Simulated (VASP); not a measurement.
# AlN (P6_3mc) in VASP: a series of runs

AlN is run at these levels: PBE; tasks: single point.

All numbers are computed with VASP 6.6.1; they aren't measurements. Logs are shortened: lines on timing, memory, paths and dates and some standing lists are left out, and cuts for length are marked.

## 1. The cell of the first run

Symmetry: P6_3mc, No. 186, hexagonal system. The conventional cell has a = 2.880 Å, b = 2.880 Å, c = 5.219 Å, α = 90.00°, β = 90.00°, γ = 120.00°. Al (site symmetry 3m) has 4 N at 1.77 to 1.99 Å within 2.4 Å. Within 2.4 Å of N (site symmetry 3m) lie 4 Al at 1.77 to 1.99 Å.

## 2. Single point, PBE (strain -0.080 along x and y, +0.040 along z)

Contents of INCAR:

```
ALGO     = Normal         # electronic algorithm
EDIFF    = 1E-7           # SCF threshold, eV
ENCUT    = 520            # plane-wave cutoff, eV
GGA      = PE             # functional
ISIF     = 2              # what is computed and relaxed
ISMEAR   = 0              # smearing method
LASPH    = True           # aspherical terms in the spheres
LCHARG   = False          # write CHGCAR
LREAL    = False          # projectors in reciprocal space
LWAVE    = False          # write WAVECAR
NBANDS   = 16             # bands
NELM     = 80             # most SCF steps
PREC     = Accurate       # precision mode
SIGMA    = 0.05           # smearing width, eV
```

Contents of KPOINTS:

```
k-points
0
Gamma
  12 12 6
```

Contents of POSCAR:

```
AlN
1.0
    2.8798203977      0.0000000000      0.0000000000
   -1.4399101989      2.4939976228      0.0000000000
    0.0000000000      0.0000000000      5.2186988408
Al N
2 2
Direct
    0.3333333333      0.6666666667      0.0017287175
    0.6666666667      0.3333333333      0.5017287175
    0.3333333333      0.6666666667      0.3832712825
    0.6666666667      0.3333333333      0.8832712825
```

Potentials or basis: VASP PAW PBE potentials, release 64 (Al, N).

Started as:

```sh
$ cat potpaw_PBE.64/Al/POTCAR potpaw_PBE.64/N/POTCAR > POTCAR
$ mpirun -np 1 vasp_std > vasp.out
```

OUTCAR:

```text
EDIFF = 1E-7
   ENCUT = 520
   GGA = PE
   ISIF = 2
   ISMEAR = 0
   LASPH = True
   LREAL = False
   NELM = 80
   PREC = Accurate

 ion  position               nearest neighbor table
   1  0.333  0.667  0.002-   4 1.77   4 1.77   4 1.77   3 1.99   2 3.09   2 3.09   2 3.09   2 3.09
                             2 3.09   2 3.09
   2  0.667  0.333  0.502-   3 1.77   3 1.77   3 1.77   4 1.99   1 3.09   1 3.09   1 3.09   1 3.09
                             1 3.09   1 3.09
   3  0.333  0.667  0.383-   2 1.77   2 1.77   2 1.77   1 1.99
   4  0.667  0.333  0.883-   1 1.77   1 1.77   1 1.77   2 1.99

  LATTYP: Found a hexagonal cell.
 ALAT       =     2.8798203977
 C/A-ratio  =     1.8121612184

  Lattice vectors:

 A1 = (   2.8798203977,   0.0000000000,   0.0000000000)
 A2 = (  -1.4399101989,   2.4939976228,   0.0000000000)
 A3 = (   0.0000000000,   0.0000000000,   5.2186988408)

Analysis of symmetry for initial positions (statically):
=====================================================================
 Subroutine PRICEL returns:
 Original cell was already a primitive cell.

 Routine SETGRP: Setting up the symmetry group for a
 hexagonal supercell.

 Subroutine GETGRP returns: Found 12 space group operations
 (whereof  6 operations were pure point group operations)
 out of a pool of 24 trial point group operations.

The static configuration has the point symmetry C_3v.
 The point group associated with its full space group is C_6v.

Analysis of symmetry for dynamics (positions and initial velocities):
=====================================================================
 Subroutine PRICEL returns:
 Original cell was already a primitive cell.

 Routine SETGRP: Setting up the symmetry group for a
 hexagonal supercell.

 Subroutine GETGRP returns: Found 12 space group operations
 (whereof  6 operations were pure point group operations)
 out of a pool of 24 trial point group operations.

The dynamic configuration has the point symmetry C_3v.
 The point group associated with its full space group is C_6v.

 Subroutine INISYM returns: Found 12 space group operations
 (whereof  6 operations are pure point group operations),
 and found     1 'primitive' translations

----------------------------------------------------------------------------------------

                                     Primitive cell

  volume of cell :      37.4821

  direct lattice vectors                    reciprocal lattice vectors
     2.879820398  0.000000000  0.000000000     0.347243877  0.200481346  0.000000000
    -1.439910199  2.493997623  0.000000000     0.000000000  0.400962692  0.000000000
     0.000000000  0.000000000  5.218698841     0.000000000  0.000000000  0.191618645

  length of vectors
     2.879820398  2.879820398  5.218698841     0.400962692  0.400962692  0.191618645

  position of ions in fractional coordinates (direct lattice)
     0.333333333  0.666666667  0.001728718
     0.666666667  0.333333333  0.501728718
     0.333333333  0.666666667  0.383271282
     0.666666667  0.333333333  0.883271282

  ion indices of the primitive-cell ions
   primitive index   ion index
                 1           1
                 2           2
                 3           3
                 4           4

----------------------------------------------------------------------------------------

 KPOINTS: k-points

Automatic generation of k-mesh.
 Grid dimensions read from file:
 generate k-points for:   12   12    6

 Generating k-lattice:

  Cartesian coordinates                     Fractional coordinates (reciprocal lattice)
     0.028936990  0.016706779  0.000000000     0.083333333 -0.000000000  0.000000000
     0.000000000  0.033413558  0.000000000     0.000000000  0.083333333  0.000000000
     0.000000000  0.000000000  0.031936441     0.000000000  0.000000000  0.166666667

  Length of vectors
     0.033413558  0.033413558  0.031936441

  Shift w.r.t. Gamma in fractional coordinates (k-lattice)
     0.000000000  0.000000000  0.000000000

 Subroutine IBZKPT returns following result:
 ===========================================

 Found     76 irreducible k-points:

 Following reciprocal coordinates:
            Coordinates               Weight
  0.000000  0.000000  0.000000      1.000000
  0.083333  0.000000  0.000000      6.000000
  0.166667  0.000000  0.000000      6.000000
  0.250000  0.000000  0.000000      6.000000
  0.333333  0.000000  0.000000      6.000000
  0.416667  0.000000  0.000000      6.000000
[... 16 lines left out ...]
  0.250000  0.000000  0.166667     12.000000
  0.333333  0.000000  0.166667     12.000000
 [... further k-points ...]
   k-points           NKPTS =     76   k-points in BZ     NKDIM =     76   number of bands    NBANDS=     16
   number of dos      NEDOS =    301   number of ions     NIONS =      4
   total plane-waves  NPLWV =  23040
   dimension x,y,z NGX =    24 NGY =   24 NGZ =   40
   dimension x,y,z NGXF=    48 NGYF=   48 NGZF=   80
   ions per type =               2   2
   NGX,Y,Z   is equivalent  to a cutoff of  13.85, 13.85, 12.74 a.u.
   NGXF,Y,Z  is equivalent  to a cutoff of  27.71, 27.71, 25.48 a.u.
 SYSTEM =  unknown system
   PREC   = accura    normal or accurate (medium, high low for compatibility)
   ISTART =      0    job   : 0-new  1-cont  2-samecut
   ICHARG =      2    charge: 1-file 2-atom 10-const
   ISPIN  =      1    spin polarized calculation?
   LNONCOLLINEAR =      F non collinear calculations
   LSORBIT =      F    spin-orbit coupling
   LASPH  =      T    aspherical Exc in radial PAW
   ENCUT  =  520.0 eV  38.22 Ry    6.18 a.u.   5.35  5.35  9.70*2*pi/ulx,y,z
   NELM   =     80;   NELMIN=  2; NELMDL= -5     # of ELM steps
   EDIFF  = 0.1E-06   stopping-criterion for ELM
   LREAL  =      F    real-space projection
   EDIFFG = 0.1E-05   stopping-criterion for IOM
   NSW    =      0    number of steps for IOM
   IBRION =     -1    ionic relax: 0-MD 1-quasi-New 2-CG
   NFREE  =      0    steps in history (QN), initial steepest desc. (CG)
   ISIF   =      2    stress and relaxation
   ISYM   =      2    0-nonsym 1-usesym 2-fastsym
   POTIM  = 0.5000    time-step for ionic-motion
   TEBEG  =    0.0;   TEEND  =   0.0 temperature during run
   PSTRESS=    0.0 pullay stress
   NELECT =      16.0000    total number of electrons
   NUPDOWN=      -1.0000    fix difference up-down
   EMIN   =  10.00;   EMAX   =-10.00  energy-range for DOS
   EFERMI =   0.00;   METHOD = LEGACY
   ISMEAR =     0;   SIGMA  =   0.05  broadening in eV -4-tet -1-fermi 0-gaus
   EFERMI_NEDOS =   21; number of points for ismear=-14 and -15
   IALGO  =     38    algorithm
   IMIX   =      4    mixing-type and parameters
     AMIX     =   0.40;   BMIX     =  1.00
     AMIX_MAG =   1.60;   BMIX_MAG =  1.00
  volume/ion in A,a.u.               =       9.37        63.24
  Fermi-wavevector in a.u.,A,eV,Ry     =   1.232651  2.329373 20.673092  1.519429
  Thomas-Fermi vector in A             =   2.367413
   LORBIT       =      0    0 simple, 1 ext, 2 COOP (PROOUT), +10 PAW based schemes
   GGA     = PE    functional components
   LHFCALC =     F    Hartree Fock is set to
   AEXX    =    0.0000 exact exchange contribution
   IVDW    =     0    specifies the selected vdW correction
   LEPSILON=     F    determine dielectric tensor
   LRPA    =     F    only Hartree local field effects (RPA)
 non-spin polarized calculation
 Gauss-broadening in eV      SIGMA  =   0.05
  energy-cutoff  :      520.00
  volume of cell :       37.48
 maximum number of plane-waves:      1027
 NGX is ok and might be reduce to    24
   NGX = 11   NGY = 11   NGZ = 19

 number of electron      15.9999999 magnetization

 Free energy of the ion-electron system (eV)
  ---------------------------------------------------
  ext. energy  EPLUGINS =         0.00000000
  ---------------------------------------------------
  free energy    TOTEN  =       -28.67184488 eV

  energy without entropy =      -28.67184488  energy(sigma->0) =      -28.67184488

 E-fermi :   7.5343     XC(G=0): -11.3869

 val. band max:        7.2344812850   @ k =   0.0000   0.0000   0.0000
 cond. band min:      11.8228967925   @ k =   0.0000   0.0000   0.0000
 fundamental gap:      4.5884155074
 Fermi energy:         7.5343236030

 k-point     1 :       0.0000    0.0000    0.0000
  band No.  band energies     occupation
      1      -8.6427      2.00000
      2      -6.7263      2.00000
      3       0.3949      2.00000
      4       6.6290      2.00000
      5       6.8652      2.00000
      6       6.8652      2.00000
[... 8 lines left out ...]
     15      22.2265      0.00000
     16      22.2265      0.00000

 k-point     2 :       0.0833    0.0000    0.0000
  band No.  band energies     occupation
      1      -8.5314      2.00000
      2      -6.6452      2.00000
      3       0.5245      2.00000
      4       6.3918      2.00000
      5       6.6051      2.00000
      6       6.7406      2.00000
[... 8 lines left out ...]
     15      21.7974      0.00000
     16      22.2362      0.00000

 k-point     3 :       0.1667    0.0000    0.0000
  band No.  band energies     occupation
      1      -8.2062      2.00000
      2      -6.4159      2.00000
      3       0.9072      2.00000
      4       5.2201      2.00000
      5       5.7709      2.00000
      6       6.4501      2.00000
[... 8 lines left out ...]
     15      21.4752      0.00000
     16      21.7646      0.00000

 k-point     4 :       0.2500    0.0000    0.0000
  band No.  band energies     occupation
      1      -7.6974      2.00000
      2      -6.0857      2.00000
      3       1.5223      2.00000
      4       3.8200      2.00000
      5       4.6034      2.00000
      6       6.1139      2.00000
[... 8 lines left out ...]
     15      20.6159      0.00000
     16      22.5602      0.00000
[... 324 lines left out ...]
 k-point    22 :       0.1667    0.0000    0.1667
  band No.  band energies     occupation
      1      -8.1147      2.00000
      2      -6.5810      2.00000
      3       1.2280      2.00000
      4       5.1943      2.00000
      5       5.5389      2.00000
      6       6.4386      2.00000
[... 8 lines left out ...]
     15      21.3185      0.00000
     16      21.8669      0.00000

 k-point    23 :       0.2500    0.0000    0.1667
  band No.  band energies     occupation
      1      -7.6123      2.00000
      2      -6.2277      2.00000
      3       1.7566      2.00000
      4       3.8941      2.00000
      5       4.4601      2.00000
      6       6.1607      2.00000
[... 8 lines left out ...]
     15      20.7916      0.00000
     16      22.5795      0.00000

 k-point    24 :       0.3333    0.0000    0.1667
  band No.  band energies     occupation
      1      -6.9951      2.00000
      2      -5.8563      2.00000
      3       2.1038      2.00000
      4       2.9186      2.00000
      5       3.4743      2.00000
      6       5.8710      2.00000
[... 8 lines left out ...]
     15      20.2476      0.00000
     16      23.1224      0.00000

 [... further k-points ...]

------------------------ aborting loop because EDIFF is reached ----------------------------------------

  FORCE on cell =-STRESS in cart. coord.  units (eV):
  Direction    XX          YY          ZZ          XY          YZ          ZX
  --------------------------------------------------------------------------------------
  -------------------------------------------------------------------------------------
  Total       13.9187686     13.9187686     -1.3977735     -0.0000000      0.0000000     -0.0000000
  in kB      594.9599389    594.9599389    -59.7480475     -0.0000000      0.0000000     -0.0000000
  external PRESSURE =     376.7239434 kB  Pullay stress =       0.0000000 kB

 VOLUME and BASIS-vectors are now :
 -----------------------------------------------------------------------------
  energy-cutoff  :      520.00
  volume of cell :       37.48
      direct lattice vectors                 reciprocal lattice vectors
     2.879820398  0.000000000  0.000000000     0.347243877  0.200481346  0.000000000
    -1.439910199  2.493997623  0.000000000     0.000000000  0.400962692  0.000000000
     0.000000000  0.000000000  5.218698841     0.000000000  0.000000000  0.191618645

 POSITION                                       TOTAL-FORCE (eV/Angst)
 -----------------------------------------------------------------------------------
     -0.00000      1.66267      0.00902         0.000000     -0.000000      1.604230
      1.43991      0.83133      2.61837         0.000000      0.000000      1.604230
     -0.00000      1.66267      2.00018        -0.000000     -0.000000     -1.604230
      1.43991      0.83133      4.60953         0.000000     -0.000000     -1.604230
 -----------------------------------------------------------------------------------
    total drift:                               -0.000000      0.000000      0.000037

  FREE ENERGIE OF THE ION-ELECTRON SYSTEM (eV)
  ---------------------------------------------------
  free  energy   TOTEN  =       -28.6718448785 eV

  energy  without entropy=      -28.6718448785  energy(sigma->0) =      -28.67184488
```

Wall time 42 s (1 thread of Intel Xeon 6975P-C, shared host); peak memory 0.17 GiB.

What came out:

| Property | Result |
| --- | --- |
| Free energy | -28.6718 eV |
| Pressure | 37.7 GPa |
| Largest force | 1.604 eV/Å |
| Band gap on the k mesh | 4.59 eV, direct |

Forces on the atoms (eV/Å):
```
Al   0.000  0.000  1.604
Al   0.000  0.000  1.604
N    0.000  0.000 -1.604
N    0.000  0.000 -1.604
```

Levels at points of the mesh, in eV from the valence-band top:
```csv
k point,band 4,band 5,band 6,band 7,band 8,band 9,band 10,band 11,band 12,band 13
"(0.00, 0.00, 0.00)",-0.61,-0.37,-0.37,0.00,0.00,4.59,9.03,10.82,12.28,13.29
"(0.50, 0.00, 0.00)",-4.86,-3.51,-1.95,-1.68,-0.72,5.22,6.81,9.00,10.47,12.14
"(0.00, 0.00, 0.50)",-4.16,-0.19,-0.19,-0.19,-0.19,7.72,7.72,10.89,10.89,13.62
"(0.50, 0.00, 0.50)",-5.96,-1.79,-1.79,-1.24,-1.24,5.13,5.13,9.93,9.93,12.38
```

Caveat: the cell differs from its parent crystal (strain -0.080 along x and y, +0.040 along z); forces of over 1 eV/Å act on the atoms, so gaps and moduli don't describe the material at rest. A k mesh can miss the band edges.

## 3. Single point, PBE (strain -0.040 along x and y, -0.040 along z)

Contents of INCAR:

```
SYSTEM = AlN
PREC     = Accurate       ! precision mode
ENCUT    = 520            ! plane-wave cutoff, eV
EDIFF    = 1E-6           ! SCF threshold, eV
ISMEAR   = 0              ! smearing method
SIGMA    = 0.05           ! smearing width, eV
LREAL    = .FALSE.        ! projectors in reciprocal space
LASPH    = .TRUE.         ! aspherical terms in the spheres
NELM     = 80             ! most SCF steps
ALGO     = Normal         ! electronic algorithm
ISIF     = 2              ! what is computed and relaxed
LWAVE    = .FALSE.        ! write WAVECAR
LCHARG   = .TRUE.         ! write CHGCAR
GGA      = PE             ! functional
LELF     = .TRUE.         ! ELF
LVHAR    = .TRUE.       
NBANDS   = 16             ! bands
```

Contents of KPOINTS:

```
Automatic mesh
0
G
  12 12 6
  0 0 0
```

Contents of POSCAR:

```
AlN
1.0
    3.0050299802      0.0000000000      0.0000000000
   -1.5025149901      2.6024323020      0.0000000000
    0.0000000000      0.0000000000      4.8172604684
Al N
2 2
Direct
    0.3333333333      0.6666666667      0.0017287175
    0.6666666667      0.3333333333      0.5017287175
    0.3333333333      0.6666666667      0.3832712825
    0.6666666667      0.3333333333      0.8832712825
```

Potentials or basis: VASP PAW PBE potentials, release 64 (Al, N).

Started as:

```sh
$ cat potpaw_PBE.64/Al/POTCAR potpaw_PBE.64/N/POTCAR > POTCAR
$ mpirun -np 1 vasp_std > vasp.out
```

Run time: 34 s. Hardware: 1 thread of Intel Xeon 6975P-C, shared host; peak memory 0.17 GiB.

It converged, with:

* Free energy: -29.3684 eV
* Pressure: 29.9 GPa
* Largest force: 0.051 eV/Å
* Band gap on the k mesh: 5.09 eV, indirect (least direct gap 5.15 eV)

Forces in eV/Å, atoms in the order of the input:
```
Al   0.000  0.000 -0.051
Al   0.000  0.000 -0.051
N    0.000  0.000  0.051
N    0.000  0.000  0.051
```

Stress tensor (GPa, compression positive):
```
30.56  0.00  0.00
 0.00 30.56  0.00
 0.00  0.00 28.55
```

Levels at points of the mesh, in eV from the valence-band top:
```tsv
k point	band 5	band 6	band 7	band 8	band 9	band 10	band 11	band 12
(0.00, 0.00, 0.00)	-0.90	-0.23	-0.23	0.00	5.15	7.60	11.48	11.93
(0.50, 0.00, 0.00)	-3.58	-2.22	-1.92	-0.71	6.02	6.19	9.11	11.04
(0.00, 0.00, 0.50)	-0.58	-0.58	-0.58	-0.58	7.40	7.40	11.20	11.20
(0.50, 0.00, 0.50)	-1.55	-1.55	-1.46	-1.46	5.66	5.66	9.91	9.91
```

Caveat: the cell differs from its parent crystal (strain -0.040 along x and y, -0.040 along z). A k mesh can miss the band edges.

## 4. Single point, PBE (strain -0.080 along x and y, +0.080 along z)

Contents of INCAR:

```
PREC     = Accurate       # precision mode
ENCUT    = 520            # plane-wave cutoff, eV
EDIFF    = 1E-7           # SCF threshold, eV
ISMEAR   = 0              # smearing method
SIGMA    = 0.05           # smearing width, eV
LREAL    = False          # projectors in reciprocal space
LASPH    = True           # aspherical terms in the spheres
NELM     = 60             # most SCF steps
ALGO     = Normal         # electronic algorithm
ISIF     = 2              # what is computed and relaxed
LWAVE    = False          # write WAVECAR
LCHARG   = False          # write CHGCAR
GGA      = PE             # functional
NBANDS   = 16             # bands
```

Contents of KPOINTS:

```
Automatic mesh
0
Gamma
  12 12 6
```

Contents of POSCAR:

```
AlN
1.0
    2.8798203977      0.0000000000      0.0000000000
   -1.4399101989      2.4939976228      0.0000000000
    0.0000000000      0.0000000000      5.4194180270
Al N
2 2
Direct
    0.3333333333      0.6666666667      0.0017287175
    0.6666666667      0.3333333333      0.5017287175
    0.3333333333      0.6666666667      0.3832712825
    0.6666666667      0.3333333333      0.8832712825
```

Started as:

```sh
$ cat potpaw_PBE.64/Al/POTCAR potpaw_PBE.64/N/POTCAR > POTCAR
$ mpirun -np 1 vasp_std > vasp.out
```

It took 36 s on 1 thread of Intel Xeon 6975P-C, shared host; peak memory 0.18 GiB.

Results (log left out):

```
Free energy            : -28.5516 eV
Pressure               : 29.5 GPa
Largest force          : 1.509 eV/Å
Band gap on the k mesh : 3.79 eV, direct
```

Forces on the atoms (eV/Å):
```
Al   0.000  0.000  1.509
Al   0.000  0.000  1.509
N    0.000  0.000 -1.509
N    0.000  0.000 -1.509
```

Stress tensor (GPa, compression positive):
```
 54.35   0.00   0.00
  0.00  54.35   0.00
  0.00   0.00 -20.21
```

Levels at points of the mesh, in eV from the valence-band top:
```tsv
k point	band 5	band 6	band 7	band 8	band 9	band 10	band 11	band 12
(0.00, 0.00, 0.00)	-0.30	-0.30	0.00	0.00	3.79	8.94	10.18	11.68
(0.50, 0.00, 0.00)	-3.44	-1.96	-1.58	-0.78	4.87	6.69	8.35	9.96
(0.00, 0.00, 0.50)	-0.15	-0.15	-0.15	-0.15	7.14	7.14	10.53	10.53
(0.50, 0.00, 0.50)	-1.89	-1.89	-1.21	-1.21	4.75	4.75	9.67	9.67
```

Caveat: the cell differs from its parent crystal (strain -0.080 along x and y, +0.080 along z); forces of over 1 eV/Å act on the atoms, so gaps and moduli don't describe the material at rest. A k mesh can miss the band edges.

## 5. Overview

| cell | gap on the mesh (eV) | pressure (GPa) | largest force (eV/Å) |
| --- | --- | --- | --- |
| a = 2.880, b = 2.880, c = 5.219 Å, angles 90.0, 90.0, 120.0°, 4 atoms | 4.59 | 37.7 | 1.60 |
| a = 3.005, b = 3.005, c = 4.817 Å, angles 90.0, 90.0, 120.0°, 4 atoms | 5.09 | 29.9 | 0.05 |
| a = 2.880, b = 2.880, c = 5.419 Å, angles 90.0, 90.0, 120.0°, 4 atoms | 3.79 | 29.5 | 1.51 |

Alike in all rows: task single point; level PBE; potentials or basis VASP PAW PBE potentials, release 64 (Al, N); no spin polarisation; k mesh 12 × 12 × 6; cutoff (eV) 520; smearing gaussian 0.05 eV.

Caveats: forces of over 1 eV/Å act on the atoms, so gaps and moduli don't describe the material at rest (some runs).

Absolute energies hang on the potentials; compare differences alone.
